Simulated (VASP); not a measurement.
# CdTe (F-43m) in VASP: a series of runs, part 2 of 3

VASP 6.6.1.

## (4) Single point, LDA

This run uses another cell than the first one, of 32.93 Å³/atom, 0.933 times its volume.

Input file INCAR:

```
  PREC = Accurate
  ENCUT = 520
  EDIFF = 1E-6
  ISMEAR = -1
  SIGMA = 0.02
  LREAL = F
  LASPH = T
  NELM = 60
  ALGO = Normal
  ISIF = 2
  LWAVE = F
  LCHARG = F
  GGA = CA
  NBANDS = 16
```

Input file KPOINTS:

```
Automatic mesh
0
Gamma
  6 6 6
```

Input file POSCAR:

```
CdTe
1.0
    0.0000000000      3.2053329814      3.2053329814
    3.2053329814      0.0000000000      3.2053329814
    3.2053329814      3.2053329814      0.0000000000
Cd Te
1 1
Direct
    0.0000000000      0.0000000000      0.0000000000
    0.2500000000      0.2500000000      0.2500000000
```

Potentials or basis: VASP PAW LDA potentials, release 64 (Cd, Te).

On the command line:

```bash
> cat potpaw_LDA.64/Cd/POTCAR potpaw_LDA.64/Te/POTCAR > POTCAR
> mpirun -np 1 vasp_std > vasp.out
```

OUTCAR:

```text
PREC = Accurate
   ENCUT = 520
   EDIFF = 1E-6
   ISMEAR = -1
   LREAL = F
   LASPH = T
   NELM = 60
   ISIF = 2
   GGA = CA

 ion  position               nearest neighbor table
   1  0.000  0.000  0.000-   2 2.78   2 2.78   2 2.78   2 2.78
   2  0.250  0.250  0.250-   1 2.78   1 2.78   1 2.78   1 2.78

  LATTYP: Found a face centered cubic cell.
 ALAT       =     6.4106659628

  Lattice vectors:

 A1 = (   0.0000000000,   3.2053329814,   3.2053329814)
 A2 = (   3.2053329814,   0.0000000000,   3.2053329814)
 A3 = (   3.2053329814,   3.2053329814,   0.0000000000)

Analysis of symmetry for initial positions (statically):
=====================================================================
 Subroutine PRICEL returns:
 Original cell was already a primitive cell.

 Routine SETGRP: Setting up the symmetry group for a
 face centered cubic supercell.

 Subroutine GETGRP returns: Found 24 space group operations
 (whereof 24 operations were pure point group operations)
 out of a pool of 48 trial point group operations.

The static configuration has the point symmetry T_d .

Analysis of symmetry for dynamics (positions and initial velocities):
=====================================================================
 Subroutine PRICEL returns:
 Original cell was already a primitive cell.

 Routine SETGRP: Setting up the symmetry group for a
 face centered cubic supercell.

 Subroutine GETGRP returns: Found 24 space group operations
 (whereof 24 operations were pure point group operations)
 out of a pool of 48 trial point group operations.

The dynamic configuration has the point symmetry T_d .

 Subroutine INISYM returns: Found 24 space group operations
 (whereof 24 operations are pure point group operations),
 and found     1 'primitive' translations

----------------------------------------------------------------------------------------

                                     Primitive cell

  volume of cell :      65.8642

  direct lattice vectors                    reciprocal lattice vectors
     0.000000000  3.205332981  3.205332981    -0.155990034  0.155990034  0.155990034
     3.205332981  0.000000000  3.205332981     0.155990034 -0.155990034  0.155990034
     3.205332981  3.205332981  0.000000000     0.155990034  0.155990034 -0.155990034

  length of vectors
     4.533025374  4.533025374  4.533025374     0.270182664  0.270182664  0.270182664

  position of ions in fractional coordinates (direct lattice)
     0.000000000  0.000000000  0.000000000
     0.250000000  0.250000000  0.250000000

  ion indices of the primitive-cell ions
   primitive index   ion index
                 1           1
                 2           2

----------------------------------------------------------------------------------------

 KPOINTS: Automatic mesh

Automatic generation of k-mesh.
 Grid dimensions read from file:
 generate k-points for:    6    6    6

 Generating k-lattice:

  Cartesian coordinates                     Fractional coordinates (reciprocal lattice)
    -0.025998339  0.025998339  0.025998339     0.166666667  0.000000000  0.000000000
     0.025998339 -0.025998339  0.025998339     0.000000000  0.166666667  0.000000000
     0.025998339  0.025998339 -0.025998339     0.000000000  0.000000000  0.166666667

  Length of vectors
     0.045030444  0.045030444  0.045030444

  Shift w.r.t. Gamma in fractional coordinates (k-lattice)
     0.000000000  0.000000000  0.000000000

 Subroutine IBZKPT returns following result:
 ===========================================

 Found     16 irreducible k-points:

 Following reciprocal coordinates:
            Coordinates               Weight
  0.000000  0.000000  0.000000      1.000000
  0.166667  0.000000  0.000000      8.000000
  0.333333  0.000000  0.000000      8.000000
  0.500000  0.000000  0.000000      4.000000
  0.166667  0.166667  0.000000      6.000000
  0.333333  0.166667  0.000000     24.000000
[... 8 lines left out ...]
 -0.333333  0.333333  0.166667     24.000000
 -0.333333  0.500000  0.166667     12.000000
   k-points           NKPTS =     16   k-points in BZ     NKDIM =     16   number of bands    NBANDS=     16
   number of dos      NEDOS =    301   number of ions     NIONS =      2
   total plane-waves  NPLWV =  46656
   dimension x,y,z NGX =    36 NGY =   36 NGZ =   36
   dimension x,y,z NGXF=    72 NGYF=   72 NGZF=   72
   ions per type =               1   1
   NGX,Y,Z   is equivalent  to a cutoff of  13.20, 13.20, 13.20 a.u.
   NGXF,Y,Z  is equivalent  to a cutoff of  26.41, 26.41, 26.41 a.u.
 SYSTEM =  unknown system
   PREC   = accura    normal or accurate (medium, high low for compatibility)
   ISTART =      0    job   : 0-new  1-cont  2-samecut
   ICHARG =      2    charge: 1-file 2-atom 10-const
   ISPIN  =      1    spin polarized calculation?
   LNONCOLLINEAR =      F non collinear calculations
   LSORBIT =      F    spin-orbit coupling
   LASPH  =      T    aspherical Exc in radial PAW
   ENCUT  =  520.0 eV  38.22 Ry    6.18 a.u.   8.43  8.43  8.43*2*pi/ulx,y,z
   NELM   =     60;   NELMIN=  2; NELMDL= -5     # of ELM steps
   EDIFF  = 0.1E-05   stopping-criterion for ELM
   LREAL  =      F    real-space projection
   EDIFFG = 0.1E-04   stopping-criterion for IOM
   NSW    =      0    number of steps for IOM
   IBRION =     -1    ionic relax: 0-MD 1-quasi-New 2-CG
   NFREE  =      0    steps in history (QN), initial steepest desc. (CG)
   ISIF   =      2    stress and relaxation
   ISYM   =      2    0-nonsym 1-usesym 2-fastsym
   POTIM  = 0.5000    time-step for ionic-motion
   TEBEG  =    0.0;   TEEND  =   0.0 temperature during run
   PSTRESS=    0.0 pullay stress
   NELECT =      18.0000    total number of electrons
   NUPDOWN=      -1.0000    fix difference up-down
   EMIN   =  10.00;   EMAX   =-10.00  energy-range for DOS
   EFERMI =   0.00;   METHOD = LEGACY
   ISMEAR =    -1;   SIGMA  =   0.02  broadening in eV -4-tet -1-fermi 0-gaus
   EFERMI_NEDOS =   21; number of points for ismear=-14 and -15
   IALGO  =     38    algorithm
   IMIX   =      4    mixing-type and parameters
     AMIX     =   0.40;   BMIX     =  1.00
     AMIX_MAG =   1.60;   BMIX_MAG =  1.00
  volume/ion in A,a.u.               =      32.93       222.24
  Fermi-wavevector in a.u.,A,eV,Ry     =   1.062386  2.007619 15.356419  1.128665
  Thomas-Fermi vector in A             =   2.197835
   LORBIT       =      0    0 simple, 1 ext, 2 COOP (PROOUT), +10 PAW based schemes
   GGA     = CA    functional components
   LHFCALC =     F    Hartree Fock is set to
   AEXX    =    0.0000 exact exchange contribution
   IVDW    =     0    specifies the selected vdW correction
   LEPSILON=     F    determine dielectric tensor
   LRPA    =     F    only Hartree local field effects (RPA)
 non-spin polarized calculation
  energy-cutoff  :      520.00
  volume of cell :       65.86
 maximum number of plane-waves:      1807
 NGX is ok and might be reduce to    36
   NGX = 17   NGY = 17   NGZ = 17

 number of electron      17.9999995 magnetization

 Free energy of the ion-electron system (eV)
  ---------------------------------------------------
  ext. energy  EPLUGINS =         0.00000000
  ---------------------------------------------------
  free energy    TOTEN  =        -6.04430821 eV

  energy without entropy =       -6.04430820  energy(sigma->0) =       -6.04430820

 E-fermi :   2.8033     XC(G=0):  -9.0875

 val. band max:        2.4668360702   @ k =   0.0000   0.0000   0.0000
 cond. band min:       3.1167324513   @ k =   0.0000   0.0000   0.0000
 fundamental gap:      0.6498963811
 Fermi energy:         2.8032842855

 k-point     1 :       0.0000    0.0000    0.0000
  band No.  band energies     occupation
      1      -8.9662      2.00000
      2      -5.9483      2.00000
      3      -5.9483      2.00000
      4      -5.9483      2.00000
      5      -5.6594      2.00000
      6      -5.6594      2.00000
[... 8 lines left out ...]
     15      11.8576      0.00000
     16      11.8576      0.00000
[... 267 lines left out ...]
 k-point    16 :      -0.3333    0.5000    0.1667
  band No.  band energies     occupation
      1      -8.3985      2.00000
      2      -5.8054      2.00000
      3      -5.8012      2.00000
      4      -5.7142      2.00000
      5      -5.6464      2.00000
      6      -5.0670      2.00000
[... 8 lines left out ...]
     15      13.5658      0.00000
     16      13.8094      0.00000

------------------------ aborting loop because EDIFF is reached ----------------------------------------

  FORCE on cell =-STRESS in cart. coord.  units (eV):
  Direction    XX          YY          ZZ          XY          YZ          ZX
  --------------------------------------------------------------------------------------
  -------------------------------------------------------------------------------------
  Total        0.1007797      0.1007797      0.1007797      0.0000000      0.0000000     -0.0000000
  in kB        2.4515128      2.4515128      2.4515128      0.0000000      0.0000000     -0.0000000
  external PRESSURE =       2.4515128 kB  Pullay stress =       0.0000000 kB

 VOLUME and BASIS-vectors are now :
 -----------------------------------------------------------------------------
  energy-cutoff  :      520.00
  volume of cell :       65.86
      direct lattice vectors                 reciprocal lattice vectors
     0.000000000  3.205332981  3.205332981    -0.155990034  0.155990034  0.155990034
     3.205332981  0.000000000  3.205332981     0.155990034 -0.155990034  0.155990034
     3.205332981  3.205332981  0.000000000     0.155990034  0.155990034 -0.155990034

 POSITION                                       TOTAL-FORCE (eV/Angst)
 -----------------------------------------------------------------------------------
      0.00000      0.00000      0.00000        -0.000000     -0.000000     -0.000000
      1.60267      1.60267      1.60267         0.000000      0.000000      0.000000
 -----------------------------------------------------------------------------------
    total drift:                                0.000000      0.000000      0.000000

  FREE ENERGIE OF THE ION-ELECTRON SYSTEM (eV)
  ---------------------------------------------------
  free  energy   TOTEN  =        -6.0443082055 eV

  energy  without entropy=       -6.0443082045  energy(sigma->0) =       -6.04430820
```

OSZICAR:

```text
N       E                     dE             d eps       ncg     rms          rms(c)
DAV:   1     0.103058766215E+03    0.10306E+03   -0.82601E+03   520   0.975E+02
DAV:   2    -0.238853565883E+01   -0.10545E+03   -0.99350E+02   592   0.240E+02
DAV:   3    -0.625053886801E+01   -0.38620E+01   -0.38531E+01   672   0.475E+01
DAV:   4    -0.628848814051E+01   -0.37949E-01   -0.37947E-01   728   0.406E+00
DAV:   5    -0.628866867300E+01   -0.18053E-03   -0.18053E-03   680   0.237E-01    0.602E+00
DAV:   6    -0.606882125665E+01    0.21985E+00   -0.36881E-01   640   0.781E+00    0.483E+00
DAV:   7    -0.604645785379E+01    0.22363E-01   -0.92451E-02   624   0.207E+00    0.177E+00
DAV:   8    -0.604456667893E+01    0.18912E-02   -0.10490E-02   600   0.122E+00    0.418E-01
DAV:   9    -0.604431419991E+01    0.25248E-03   -0.77434E-04   664   0.313E-01    0.113E-01
DAV:  10    -0.604430573156E+01    0.84683E-05   -0.85950E-05   592   0.813E-02    0.528E-02
DAV:  11    -0.604430902837E+01   -0.32968E-05   -0.21027E-05   640   0.428E-02    0.300E-02
DAV:  12    -0.604430820547E+01    0.82290E-06   -0.18353E-06   560   0.129E-02
   1 F= -.60443082E+01 E0= -.60443082E+01  d E =-.971715E-09
```

Wall time 6.6 s (1 thread of Intel Xeon 6975P-C (Granite Rapids), shared host); peak memory 0.18 GiB.

What came out:

```
Free energy            : -6.0443 eV
Pressure               : 0.2 GPa
Band gap on the k mesh : 0.65 eV, direct
```

Levels at points of the mesh, in eV from the valence-band top:
```csv
k point,band 5,band 6,band 7,band 8,band 9,band 10,band 11,band 12,band 13,band 14
"(0.00, 0.00, 0.00)",-8.13,-8.13,0.00,0.00,0.00,0.65,4.47,4.47,4.47,7.26
"(0.50, 0.00, 0.00)",-8.12,-7.75,-4.69,-0.84,-0.84,1.69,5.08,5.08,6.88,8.57
"(0.50, 0.50, 0.00)",-8.09,-7.61,-4.54,-2.01,-2.01,2.37,2.54,8.82,9.15,9.15
```

Caveat: spin-orbit coupling is left out, which moves the levels of the heavy elements.

[end of part 2 of 3]
